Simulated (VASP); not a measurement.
Runs of VASP 6.6.1 on VWC2. The structure is that of space group R-3m (No. 166), or close to it. The cells are those of the table. 

| level | spin | fixed moment (μB) | cell | k mesh | gap on the mesh (eV) | pressure (GPa) | moment (μB) | largest force (eV/Å) |
| --- | --- | --- | --- | --- | --- | --- | --- | --- |
| PBE | collinear, ferromagnetic start | - | a = 5.236 Å, angles 33.7°, 4 atoms | 10 × 10 × 10 | none | -1.3 | 0.00 | 0.08 |
| PBEsol | collinear, ferromagnetic start | - | a = 5.129 Å, angles 33.7°, 4 atoms | 10 × 10 × 10 | none | 12.8 | 0.00 | (a) |
| PBE | collinear, ferromagnetic start | 3.0 | a = 5.236 Å, angles 33.7°, 4 atoms | 9 × 9 × 9 | - | 12.2 | 3.00 | 0.59 |
| PBE | collinear, ferromagnetic start | 4.0 | a = 5.236 Å, angles 33.7°, 4 atoms | 9 × 9 × 9 | - | 21.6 | 4.00 | 0.75 |
| PBE | off | - | a = 5.236 Å, angles 33.7°, 4 atoms | 10 × 10 × 10 | none | -1.3 | - | 0.08 |
| PBEsol | collinear, ferromagnetic start | - | a = 5.165 Å, angles 33.7°, 4 atoms | 10 × 10 × 10 | none | (b) | 0.00 | 0.11 |
| PBEsol | collinear, ferromagnetic start | 4.0 | a = 5.236 Å, angles 33.7°, 4 atoms | 9 × 9 × 9 | - | 12.9 | 4.00 | 0.73 |
| PBE | collinear, ferromagnetic start | 2.5 | a = 5.236 Å, angles 33.7°, 4 atoms | 9 × 9 × 9 | - | 8.5 | 2.50 | 0.53 |
| PBEsol | collinear, ferromagnetic start | - | a = 5.305 Å, angles 33.7°, 4 atoms | 10 × 10 × 10 | none | -21.4 | 0.00 | 0.26 |
| PBE | collinear, ferromagnetic start | 2.0 | a = 5.236 Å, angles 33.7°, 4 atoms | 9 × 9 × 9 | - | 5.1 | 2.00 | 0.43 |

Alike in all rows: task single point; potentials or basis VASP PAW PBE potentials, release 64 (W_sv, V_sv, C); cutoff (eV) 520; smearing fermi-dirac 0.05 eV.

**Question.** Fill in the values left out.

**Answer.** (a) 0.22; (b) 4.4.

Caveats: spin-orbit coupling is left out, which moves the levels of the heavy elements; the total moment is fixed, so each spin has its own Fermi level (some runs); the PAW data sets were made with another functional, which shifts forces and pressure a little (some runs).

A k mesh can miss the band edges, and the runs leave out spin-orbit coupling on W.

A gap of «none» marks levels without a gap at the run's occupations.
